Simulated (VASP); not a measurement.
RbZn (CsCl type): relaxation of cell and atoms with r2SCAN

RbZn (CsCl type):

```
Rb Zn
1.0
     4.62507    0.00000    0.00000
     0.00000    4.62507    0.00000
     0.00000    0.00000    4.62507
Rb Zn
1 1
Direct
  0.00000 0.00000 0.00000
  0.50000 0.50000 0.50000
```

```yaml
Program: VASP 6.6.1
Task: relaxation of cell and atoms
Functional: r2SCAN
Potentials_or_basis: VASP PAW PBE potentials, release 64 (Rb_sv, Zn)
Cutoff: 600 eV
k_mesh: 9 × 9 × 9
Occupations: fermi-dirac, width 0.05 eV
Spin: no spin polarisation
Dipole_correction: no
Further_INCAR_settings: ALGO = Normal; EDIFF = 1e-06; IBRION = 2; EDIFFG = -0.005; NSW = 70; ISIF = 3
```

```json
{
 "Relaxed volume": "41.33 Å³/atom",
 "Relaxed cell": "a = 4.356 Å, b = 4.356 Å, c = 4.356 Å, α = 90.00°, β = 90.00°, γ = 90.00°",
 "Space group after relaxing (to 0.05 Å)": "Pm-3m (No. 221)",
 "Energy gained by relaxing": "30.6 meV/atom",
 "Ionic steps": "6",
 "Pressure after relaxing": "0.0 GPa"
}
```

The path:
```tsv
step	energy change (eV)	largest force (eV/Å)	pressure (GPa)	volume (Å³)
1	0.0000	0.0000	-1.02	98.94
2	-0.0265	0.0000	-0.86	94.49
3	-0.0546	0.0000	-0.42	87.53
4	-0.0392	0.0000	0.99	74.65
5	-0.0611	0.0000	-0.04	83.13
6	-0.0612	0.0000	0.00	82.67
```

Final structure:
```cif
data_structure
_symmetry_space_group_name_H-M 'P 1'
_symmetry_Int_Tables_number 1
_cell_length_a 4.3563
_cell_length_b 4.3563
_cell_length_c 4.3563
_cell_angle_alpha 90.000
_cell_angle_beta 90.000
_cell_angle_gamma 90.000
_cell_volume 82.67
loop_
_atom_site_label
_atom_site_type_symbol
_atom_site_fract_x
_atom_site_fract_y
_atom_site_fract_z
_atom_site_occupancy
Rb1 Rb 0.00000 0.00000 0.00000 1
Zn1 Zn 0.50000 0.50000 0.50000 1
```

Levels at points of the mesh, in eV from the Fermi level:
```tsv
k point	band 6	band 7	band 8	band 9	band 10	band 11	band 12	band 13	band 14
(0.00, 0.00, 0.00)	-7.71	-7.67	-7.67	-7.67	-5.24	2.79	2.79	3.27	3.27
```

It took 22 min on 1 thread of Oxide Virtual Turin-like Processor, on a shared host, peak memory 0.28 GiB.

Caveat: the volume moved by over 15 % at a fixed basis, so the end points are rough; the PAW data sets were made with another functional, which shifts forces and pressure a little.
